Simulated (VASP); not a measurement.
# PtSe2 (Sudovikovite) (P-3m1) in VASP: notebook

PtSe2 (Sudovikovite) is run at these levels: r2SCAN, revPBE+D3(BJ), revPBE+D4, PBE; tasks: single point.

Everything below comes from runs of VASP 6.6.1. Logs are shortened: lines on timing, memory, paths and dates and some standing lists are left out, and cuts for length are marked.

### 1 The cell of the first run

Symmetry: P-3m1, No. 164, trigonal system. The conventional cell has a = 3.749 Å, b = 3.749 Å, c = 5.096 Å, α = 90.00°, β = 90.00°, γ = 120.00°. Pt (site symmetry -3m) has 6 Se at 2.51 Å within 3.3 Å. Within 3.3 Å of Se (site symmetry 3m) lie 3 Pt at 2.51 Å.

### 2 Single point, r2SCAN

POSCAR reads:

```
PtSe2
1.0
    3.7486629704      0.0000000000      0.0000000000
   -1.8743314852      3.2464373626      0.0000000000
    0.0000000000      0.0000000000      5.0955241558
Pt Se
1 2
Direct
    0.0000000000      0.0000000000      0.0000000000
    0.6666666667      0.3333333333      0.7500000000
    0.3333333333      0.6666666667      0.2500000000
```

INCAR.step1 reads:

```
PREC = Accurate ; ENCUT = 520
ISMEAR = -1 ; SIGMA = 0.05
LREAL = False ; LASPH = True
NELM = 80 ; NBANDS = 18
GGA = PE ; ALGO = Normal
EDIFF = 1E-4 ; LWAVE = True
LCHARG = False
```

INCAR.step2 reads:

```
PREC = Accurate ; ENCUT = 520
EDIFF = 1E-6 ; ISMEAR = -1
SIGMA = 0.05 ; LREAL = False
LASPH = True ; NELM = 80
ALGO = Normal ; ISIF = 2
LWAVE = False ; LCHARG = True
METAGGA = R2SCAN ; LMIXTAU = True
LELF = True ; LVHAR = True
NBANDS = 18 ; ISTART = 1
```

KPOINTS reads:

```
regular mesh
0
Gamma
  8 8 5
```

Potentials or basis: VASP PAW PBE potentials, release 64 (Pt, Se).

On the command line:

```bash
$ cat potpaw_PBE.64/Pt/POTCAR potpaw_PBE.64/Se/POTCAR > POTCAR
$ cp INCAR.step1 INCAR
$ mpirun -np 1 vasp_std > vasp.out
$ cp INCAR.step2 INCAR
$ mpirun -np 1 vasp_std > vasp.out
```

OUTCAR:

```text
PREC = Accurate
   ENCUT = 520
   EDIFF = 1E-6
   ISMEAR = -1
   LREAL = False
   LASPH = True
   NELM = 80
   ISIF = 2
   METAGGA = R2SCAN
   ISTART = 1

 ion  position               nearest neighbor table
   1  0.000  0.000  0.000-   2 2.51   3 2.51   2 2.51   3 2.51   2 2.51   3 2.51
   2  0.667  0.333  0.750-   1 2.51   1 2.51   1 2.51
   3  0.333  0.667  0.250-   1 2.51   1 2.51   1 2.51

  LATTYP: Found a hexagonal cell.
 ALAT       =     3.7486629704
 C/A-ratio  =     1.3592910849

  Lattice vectors:

 A1 = (   3.7486629704,   0.0000000000,   0.0000000000)
 A2 = (  -1.8743314852,   3.2464373626,   0.0000000000)
 A3 = (   0.0000000000,   0.0000000000,   5.0955241558)

Analysis of symmetry for initial positions (statically):
=====================================================================
 Subroutine PRICEL returns:
 Original cell was already a primitive cell.

 Routine SETGRP: Setting up the symmetry group for a
 hexagonal supercell.

 Subroutine GETGRP returns: Found 12 space group operations
 (whereof 12 operations were pure point group operations)
 out of a pool of 24 trial point group operations.

The static configuration has the point symmetry D_3d.

Analysis of symmetry for dynamics (positions and initial velocities):
=====================================================================
 Subroutine PRICEL returns:
 Original cell was already a primitive cell.

 Routine SETGRP: Setting up the symmetry group for a
 hexagonal supercell.

 Subroutine GETGRP returns: Found 12 space group operations
 (whereof 12 operations were pure point group operations)
 out of a pool of 24 trial point group operations.

The dynamic configuration has the point symmetry D_3d.

 Subroutine INISYM returns: Found 12 space group operations
 (whereof 12 operations are pure point group operations),
 and found     1 'primitive' translations

----------------------------------------------------------------------------------------

                                     Primitive cell

  volume of cell :      62.0115

  direct lattice vectors                    reciprocal lattice vectors
     3.748662970  0.000000000  0.000000000     0.266761778  0.154014984  0.000000000
    -1.874331485  3.246437363  0.000000000     0.000000000  0.308029969  0.000000000
     0.000000000  0.000000000  5.095524156     0.000000000  0.000000000  0.196250664

  length of vectors
     3.748662970  3.748662970  5.095524156     0.308029969  0.308029969  0.196250664

[... 81 lines left out ...]
   NELM   =     80;   NELMIN=  2; NELMDL=  0     # of ELM steps
   EDIFF  = 0.1E-05   stopping-criterion for ELM
   LREAL  =      F    real-space projection
   EDIFFG = 0.1E-04   stopping-criterion for IOM
   NSW    =      0    number of steps for IOM
   IBRION =     -1    ionic relax: 0-MD 1-quasi-New 2-CG
   NFREE  =      0    steps in history (QN), initial steepest desc. (CG)
   ISIF   =      2    stress and relaxation
   ISYM   =      2    0-nonsym 1-usesym 2-fastsym
   POTIM  = 0.5000    time-step for ionic-motion
   TEBEG  =    0.0;   TEEND  =   0.0 temperature during run
   PSTRESS=    0.0 pullay stress
   NELECT =      22.0000    total number of electrons
   NUPDOWN=      -1.0000    fix difference up-down
   EMIN   =  10.00;   EMAX   =-10.00  energy-range for DOS
   EFERMI =   0.00;   METHOD = LEGACY
   ISMEAR =    -1;   SIGMA  =   0.05  broadening in eV -4-tet -1-fermi 0-gaus
   EFERMI_NEDOS =   21; number of points for ismear=-14 and -15
   IALGO  =     38    algorithm
   IMIX   =      4    mixing-type and parameters
     AMIX     =   0.40;   BMIX     =  1.00
     AMIX_MAG =   1.60;   BMIX_MAG =  1.00
  volume/ion in A,a.u.               =      20.67       139.49
  Fermi-wavevector in a.u.,A,eV,Ry     =   1.158933  2.190066 18.274332  1.343125
  Thomas-Fermi vector in A             =   2.295530
   LORBIT       =      0    0 simple, 1 ext, 2 COOP (PROOUT), +10 PAW based schemes
   METAGGA = R2SCAN    functional components
   LHFCALC =     F    Hartree Fock is set to
   AEXX    =    0.0000 exact exchange contribution
   IVDW    =     0    specifies the selected vdW correction
   LEPSILON=     F    determine dielectric tensor
   LRPA    =     F    only Hartree local field effects (RPA)
 non-spin polarized calculation
  energy-cutoff  :      520.00
  volume of cell :       62.01
 maximum number of plane-waves:      1682
   NGX = 13   NGY = 13   NGZ = 19

 number of electron      21.9999998 magnetization

 Free energy of the ion-electron system (eV)
  ---------------------------------------------------
  ext. energy  EPLUGINS =         0.00000000
  ---------------------------------------------------
  free energy    TOTEN  =       -81.45363596 eV

  energy without entropy =      -81.45064060  energy(sigma->0) =      -81.45213828

 E-fermi :   6.1537     XC(G=0): -11.1621

 val. band max:        6.0555825420   @ k =   0.0000   0.1250   0.2000
 cond. band min:       6.2746409249   @ k =  -0.1250   0.3750   0.2000
 fundamental gap:      0.2190583830
 Fermi energy:         6.1537081472

 k-point     1 :       0.0000    0.0000    0.0000
  band No.  band energies     occupation
      1     -10.0973      2.00000
      2      -7.2670      2.00000
      3      -1.2419      2.00000
      4      -0.5563      2.00000
      5      -0.5563      2.00000
      6       1.9081      2.00000
[... 481 lines left out ...]
      5       0.1671      2.00000
      6       0.9703      2.00000
[... 10 lines left out ...]
     17      15.0374      0.00000
     18      15.5789      0.00000

 [... further k-points ...]

------------------------ aborting loop because EDIFF is reached ----------------------------------------

  FORCE on cell =-STRESS in cart. coord.  units (eV):
  Direction    XX          YY          ZZ          XY          YZ          ZX
  --------------------------------------------------------------------------------------
  -------------------------------------------------------------------------------------
  Total        0.7299893      0.7299893      1.1173884      0.0000000      0.0000000      0.0000000
  in kB       18.8605686     18.8605686     28.8697113      0.0000000      0.0000000      0.0000000
  external PRESSURE =      22.1969495 kB  Pullay stress =       0.0000000 kB

 VOLUME and BASIS-vectors are now :
 -----------------------------------------------------------------------------
  energy-cutoff  :      520.00
  volume of cell :       62.01
      direct lattice vectors                 reciprocal lattice vectors
     3.748662970  0.000000000  0.000000000     0.266761778  0.154014984  0.000000000
    -1.874331485  3.246437363  0.000000000     0.000000000  0.308029969  0.000000000
     0.000000000  0.000000000  5.095524156     0.000000000  0.000000000  0.196250664

 POSITION                                       TOTAL-FORCE (eV/Angst)
 -----------------------------------------------------------------------------------
      0.00000      0.00000      0.00000        -0.000000      0.000000      0.000000
      1.87433      1.08215      3.82164         0.000000      0.000000     -0.146470
     -0.00000      2.16429      1.27388        -0.000000      0.000000      0.146470
 -----------------------------------------------------------------------------------
    total drift:                               -0.000000     -0.000000     -0.000000

  FREE ENERGIE OF THE ION-ELECTRON SYSTEM (eV)
  ---------------------------------------------------
  free  energy   TOTEN  =       -81.4536359610 eV

  energy  without entropy=      -81.4506406036  energy(sigma->0) =      -81.45213828
```

OUTCAR.step1:

```text
PREC = Accurate
   ENCUT = 520
   ISMEAR = -1
   LREAL = False
   LASPH = True
   NELM = 80
[... 727 lines left out ...]
      0.00000      0.00000      0.00000         0.000000      0.000000      0.000000
      1.87433      1.08215      3.82164         0.000000      0.000000     -0.351136
     -0.00000      2.16429      1.27388        -0.000000      0.000000      0.351136
 -----------------------------------------------------------------------------------
    total drift:                               -0.000000     -0.000000     -0.000000

  FREE ENERGIE OF THE ION-ELECTRON SYSTEM (eV)
  ---------------------------------------------------
  free  energy   TOTEN  =       -14.2331063819 eV

  energy  without entropy=      -14.2275883402  energy(sigma->0) =      -14.23034736
```

OSZICAR.step1:

```text
N       E                     dE             d eps       ncg     rms          rms(c)
DAV:   1     0.109980651831E+03    0.10998E+03   -0.10058E+04  1456   0.107E+03
DAV:   2    -0.980992601862E+01   -0.11979E+03   -0.11575E+03  1758   0.211E+02
DAV:   3    -0.149824853818E+02   -0.51726E+01   -0.51362E+01  1752   0.434E+01
DAV:   4    -0.150231556908E+02   -0.40670E-01   -0.40648E-01  1774   0.416E+00
DAV:   5    -0.150235845008E+02   -0.42881E-03   -0.42880E-03  1762   0.424E-01    0.125E+01
DAV:   6    -0.144600433022E+02    0.56354E+00   -0.42153E+00  1492   0.187E+01    0.778E+00
DAV:   7    -0.142521049679E+02    0.20794E+00   -0.83804E-01  1476   0.885E+00    0.382E+00
DAV:   8    -0.142347266497E+02    0.17378E-01   -0.47444E-02  1586   0.160E+00    0.826E-01
DAV:   9    -0.142329150564E+02    0.18116E-02   -0.63435E-03  1652   0.750E-01    0.176E-01
DAV:  10    -0.142331054129E+02   -0.19036E-03   -0.10185E-03  1708   0.208E-01    0.429E-02
DAV:  11    -0.142331063819E+02   -0.96905E-06   -0.46946E-05   840   0.642E-02
   1 F= -.14233106E+02 E0= -.14230347E+02  d E =-.551804E-02
```

Run time: 74 s. Hardware: 1 thread of Intel Xeon 6975P-C (Granite Rapids), shared host; peak memory 0.2 GiB.

What came out:

| Quantity | Value |
| --- | --- |
| Free energy | -81.4536 eV |
| Pressure | 2.2 GPa |
| Largest force | 0.146 eV/Å |
| Band gap on the k mesh | zero (band 11 reaches 6.43 eV, above the bottom of band 12 at 6.27 eV) |

Forces on the atoms (eV/Å):
```
Pt   0.000  0.000  0.000
Se   0.000  0.000 -0.146
Se   0.000  0.000  0.146
```

Levels at points of the mesh, in eV from the Fermi level:
| k point | band 8 | band 9 | band 10 | band 11 | band 12 | band 13 | band 14 | band 15 |
| --- | --- | --- | --- | --- | --- | --- | --- | --- |
| (0.00, 0.00, 0.00) | -2.79 | -1.25 | -1.25 | 0.28 | 1.41 | 1.41 | 3.99 | 4.53 |
| (0.50, 0.00, 0.00) | -3.77 | -3.72 | -3.67 | -3.15 | 0.66 | 2.28 | 4.92 | 6.24 |

Caveat: the PAW data sets were made with another functional, which shifts forces and pressure a little; spin-orbit coupling is left out, which moves the levels of the heavy elements.

### 3 Single point, revPBE+D3(BJ)

This run uses another cell than the first one, of 19.11 Å³/atom, 0.925 times its volume.

INCAR reads:

```
SYSTEM = PtSe2
PREC = Accurate ; ENCUT = 520
EDIFF = 1E-6 ; ISMEAR = -1
SIGMA = 0.05 ; LREAL = .FALSE.
LASPH = .TRUE. ; NELM = 80
ALGO = Normal ; ISIF = 2
LWAVE = .FALSE. ; LCHARG = .FALSE.
GGA = RE ; IVDW = 12
NBANDS = 18
```

KPOINTS reads:

```
regular mesh
0
G
  8 8 5
  0 0 0
```

POSCAR reads:

```
PtSe2
1.0
    3.7561716869      0.0000000000      0.0000000000
   -1.8780858434      3.2529401018      0.0000000000
    0.0000000000      0.0000000000      4.6930797401
Pt Se
1 2
Direct
    0.0000000000      0.0000000000      0.0000000000
    0.6666666667      0.3333333333      0.7271281435
    0.3333333333      0.6666666667      0.2728718565
```

Potentials or basis: VASP PAW PBE potentials, release 64 (Pt, Se).

On the command line:

```bash
$ cat potpaw_PBE.64/Pt/POTCAR potpaw_PBE.64/Se/POTCAR > POTCAR
$ mpirun -np 1 vasp_std > vasp.out
```

Wall time 16 s (1 thread of Intel Xeon Platinum 8559C (Emerald Rapids), shared host); peak memory 0.2 GiB.

Results (log left out):

| Property | Result |
| --- | --- |
| Free energy | -15.8563 eV |
| Pressure | 0.0 GPa |
| Largest force | 0.004 eV/Å |
| Band gap on the k mesh | zero (band 11 reaches 8.12 eV, above the bottom of band 12 at 7.17 eV) |
| Dispersion energy per atom | -0.985 eV |

Forces on the atoms (eV/Å):
```
Pt   0.000  0.000  0.000
Se   0.000  0.000 -0.004
Se   0.000  0.000  0.004
```

Levels at points of the mesh, in eV from the Fermi level:
| k point | band 8 | band 9 | band 10 | band 11 | band 12 | band 13 | band 14 | band 15 |
| --- | --- | --- | --- | --- | --- | --- | --- | --- |
| (0.00, 0.00, 0.00) | -2.57 | -1.07 | -1.07 | 0.83 | 0.83 | 0.84 | 3.22 | 4.26 |
| (0.50, 0.00, 0.00) | -3.64 | -3.41 | -3.35 | -3.02 | 0.41 | 2.61 | 5.20 | 6.24 |

Caveat: the PAW data sets were made with another functional, which shifts forces and pressure a little; spin-orbit coupling is left out, which moves the levels of the heavy elements; pairwise dispersion overbinds metals, which lowers pressure and volume.

### 4 Single point, revPBE+D4

This run uses another cell than the first one, of 19.28 Å³/atom, 0.933 times its volume.

INCAR reads:

```
ALGO = Normal ; EDIFF = 1E-7
ENCUT = 520 ; GGA = RE
ISIF = 2 ; ISMEAR = -1
IVDW = 13 ; LASPH = T
LCHARG = F ; LREAL = F
LWAVE = F ; NBANDS = 18
NELM = 100 ; PREC = Accurate
SIGMA = 0.05
```

KPOINTS reads:

```
k-points
0
Gamma
  8 8 5
```

POSCAR reads:

```
PtSe2
1.0
    3.7597890763      0.0000000000      0.0000000000
   -1.8798945381      3.2560728529      0.0000000000
    0.0000000000      0.0000000000      4.7250358575
Pt Se
1 2
Direct
    0.0000000000      0.0000000000      0.0000000000
    0.6666666667      0.3333333333      0.7282896887
    0.3333333333      0.6666666667      0.2717103113
```

On the command line:

```bash
$ cat potpaw_PBE.64/Pt/POTCAR potpaw_PBE.64/Se/POTCAR > POTCAR
$ mpirun -np 1 vasp_std > vasp.out
```

Run time: 19 s. Hardware: 1 thread of Intel Xeon Platinum 8559C (Emerald Rapids), shared host; peak memory 0.19 GiB.

The run converged. Its results:

```yaml
Free_energy: -15.6907 eV
Pressure: 0.0 GPa
Largest_force: 0.008 eV/Å
Band_gap_on_the_k_mesh: zero (band 11 reaches 7.98 eV, above the bottom of band 12 at 7.06 eV)
Dispersion_energy_per_atom: -0.921 eV
```

Forces in eV/Å, atoms in the order of the input:
```
Pt   0.000  0.000  0.000
Se   0.000  0.000 -0.008
Se   0.000  0.000  0.008
```

Levels at points of the mesh, in eV from the Fermi level:
| k point | band 8 | band 9 | band 10 | band 11 | band 12 | band 13 | band 14 | band 15 |
| --- | --- | --- | --- | --- | --- | --- | --- | --- |
| (0.00, 0.00, 0.00) | -2.56 | -1.06 | -1.06 | 0.82 | 0.87 | 0.87 | 3.26 | 4.22 |
| (0.50, 0.00, 0.00) | -3.65 | -3.39 | -3.33 | -3.00 | 0.41 | 2.57 | 5.16 | 6.21 |

Caveat: the PAW data sets were made with another functional, which shifts forces and pressure a little; spin-orbit coupling is left out, which moves the levels of the heavy elements; pairwise dispersion overbinds metals, which lowers pressure and volume.

### 5 Single point, PBE

This run uses another cell than the first one, of 20.27 Å³/atom, 0.980 times its volume.

INCAR reads:

```
PREC = Accurate
ENCUT = 520
EDIFF = 1E-6
ISMEAR = 0
SIGMA = 0.012
LREAL = False
LASPH = True
NELM = 80
ALGO = Normal
ISIF = 2
LWAVE = False
LCHARG = False
GGA = PE
NBANDS = 18
```

KPOINTS reads:

```
Automatic mesh
0
Gamma
  8 8 5
```

POSCAR reads:

```
PtSe2
1.0
    3.7240000000      0.0000000000      0.0000000000
   -1.8620000000      3.2250786037      0.0000000000
    0.0000000000      0.0000000000      5.0620000000
Pt Se
1 2
Direct
    0.0000000000      0.0000000000      0.0000000000
    0.6666666667      0.3333333333      0.7500000000
    0.3333333333      0.6666666667      0.2500000000
```

On the command line:

```bash
$ cat potpaw_PBE.64/Pt/POTCAR potpaw_PBE.64/Se/POTCAR > POTCAR
$ mpirun -np 1 vasp_std > vasp.out
```

Wall time 17 s (1 thread of Intel Xeon Platinum 8559C (Emerald Rapids), shared host); peak memory 0.2 GiB.

The run converged. Its results:

```
Free energy            : -14.1850 eV
Pressure               : 7.3 GPa
Largest force          : 0.575 eV/Å
Band gap on the k mesh : zero (band 11 reaches 6.95 eV, above the bottom of band 12 at 6.65 eV)
```

Forces in eV/Å, atoms in the order of the input:
```
Pt   0.000  0.000  0.000
Se   0.000  0.000 -0.575
Se   0.000  0.000  0.575
```

Stress tensor (GPa, compression positive):
```
7.90 0.00 0.00
0.00 7.90 0.00
0.00 0.00 6.16
```

Levels at points of the mesh, in eV from the Fermi level:
```csv
k point,band 9,band 10,band 11,band 12,band 13,band 14
"(0.00, 0.00, 0.00)",-1.17,-1.17,0.31,1.36,1.36,3.51
"(0.50, 0.00, 0.00)",-3.64,-3.55,-3.09,0.56,2.25,4.68
```

Caveat: spin-orbit coupling is left out, which moves the levels of the heavy elements.

### 6 Overview

| level | cell | smearing | gap on the mesh (eV) | pressure (GPa) | largest force (eV/Å) |
| --- | --- | --- | --- | --- | --- |
| r2SCAN | a = 3.749, b = 3.749, c = 5.096 Å, angles 90.0, 90.0, 120.0°, 3 atoms | fermi-dirac 0.05 eV | none | 2.2 | 0.15 |
| revPBE+D3(BJ) | a = 3.756, b = 3.756, c = 4.693 Å, angles 90.0, 90.0, 120.0°, 3 atoms | fermi-dirac 0.05 eV | none | 0.0 | - |
| revPBE+D4 | a = 3.760, b = 3.760, c = 4.725 Å, angles 90.0, 90.0, 120.0°, 3 atoms | fermi-dirac 0.05 eV | none | 0.0 | 0.01 |
| PBE | a = 3.724, b = 3.724, c = 5.062 Å, angles 90.0, 90.0, 120.0°, 3 atoms | gaussian 0.012 eV | none | 7.3 | 0.58 |

Alike in all rows: task single point; potentials or basis VASP PAW PBE potentials, release 64 (Pt, Se); no spin polarisation; k mesh 8 × 8 × 5; cutoff (eV) 520.

Caveats: spin-orbit coupling is left out, which moves the levels of the heavy elements; the PAW data sets were made with another functional, which shifts forces and pressure a little (some runs); pairwise dispersion overbinds metals, which lowers pressure and volume (some runs).

Absolute energies hang on the potentials; compare differences alone.
